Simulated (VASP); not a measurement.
A run of VASP 6.6.1 is set up as follows.

File POSCAR:

```
LiH
1.0
    2.4770045394     -0.0554245740     -0.0554245740
   -0.0554245740      2.4770045394     -0.0554245740
   -0.0554245740     -0.0554245740      2.4770045394
Li H
1 1
Direct
    0.0000000000      0.0000000000      0.0000000000
    0.5000000000      0.5000000000      0.5000000000
```

INCAR.step1

```
ALGO = Normal
EDIFF = 1E-4
ENCUT = 520
GGA = PE
ISMEAR = 0
LASPH = T
LCHARG = F
LREAL = F
LWAVE = T
NBANDS = 9
NELM = 80
PREC = Accurate
SIGMA = 0.01
```

File INCAR.step2:

```
ALGO = Normal
EDIFF = 1E-6
ENCUT = 520
ISIF = 2
ISMEAR = 0
ISTART = 1
LASPH = T
LCHARG = F
LMIXTAU = T
LREAL = F
LWAVE = F
METAGGA = R2SCAN
NBANDS = 9
NELM = 80
PREC = Accurate
SIGMA = 0.01
```

File KPOINTS:

```
k-points
0
Gamma
  10 10 10
```

Potentials or basis: VASP PAW PBE potentials, release 64 (Li_sv, H).

The run is started by

```bash
$ cat potpaw_PBE.64/Li_sv/POTCAR potpaw_PBE.64/H/POTCAR > POTCAR
$ cp INCAR.step1 INCAR
$ mpirun -np 1 vasp_std > vasp.out
$ cp INCAR.step2 INCAR
$ mpirun -np 1 vasp_std > vasp.out
```

Question: Estimate the band gap on the k mesh.

Answer: 1.42 eV (least direct gap 4.48 eV).

Caveat: the cell differs from its parent crystal (epitaxial 111 strain +1.2%); the structure was generated, so it needn't be the stable form of LiH. A k mesh can miss the band edges.
